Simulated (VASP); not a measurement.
Wanted: the native input for a VASP 6.6.1 run.

| Quantity | Value |
| --- | --- |
| Task | single point |
| Functional | PBE |
| Potentials or basis | VASP PAW PBE potentials, release 64 (Ca_sv) |
| Cutoff | 520 eV |
| k mesh | 2 × 2 × 6 |
| Occupations | gaussian, width 0.1 eV |
| Spin | no spin polarisation |
| Dipole correction | no |
| Further INCAR settings | ALGO = Fast; EDIFF = 1e-06; NBANDS = 39 |

The structure of Ca lies in POSCAR:

```
Ca
1.0
    9.5739532100      0.0000000000      0.0000000000
    0.0000000000      9.5739532100      0.0000000000
    0.0000000000      0.0000000000      3.5106201900
Ca
6
Direct
    0.1767953900      0.3232046100      0.0000000000
    0.3232046100      0.8232046100      0.0000000000
    0.8232046100      0.6767953900      0.0000000000
    0.6767953900      0.1767953900      0.0000000000
    0.0000000000      0.0000000000      0.0000000000
    0.5000000000      0.5000000000      0.0000000000
```

The input as run:

INCAR

```
SYSTEM = Ca
PREC = Accurate
ENCUT = 520
EDIFF = 1E-6
ISMEAR = 0
SIGMA = 0.1
LREAL = .FALSE.
LASPH = .TRUE.
NELM = 100
ALGO = Fast
ISIF = 2
LWAVE = .FALSE.
LCHARG = .FALSE.
GGA = PE
NBANDS = 39
```

KPOINTS

```
regular mesh
0
G
  2 2 6
  0 0 0
```

Potentials or basis: VASP PAW PBE potentials, release 64 (Ca_sv).

Launch:

```sh
$ cat potpaw_PBE.64/Ca_sv/POTCAR > POTCAR
$ mpirun -np 1 vasp_std > vasp.out
```

It gave:

- Pressure: -0.1 GPa
- Largest force: 0.113 eV/Å
- Band gap on the k mesh: zero (band 30 reaches 1.32 eV, above the bottom of band 31 at 0.58 eV)

It took 5 min on 1 thread of AMD EPYC 7R13 Processor (Zen 3), on a shared host, peak memory 0.38 GiB.
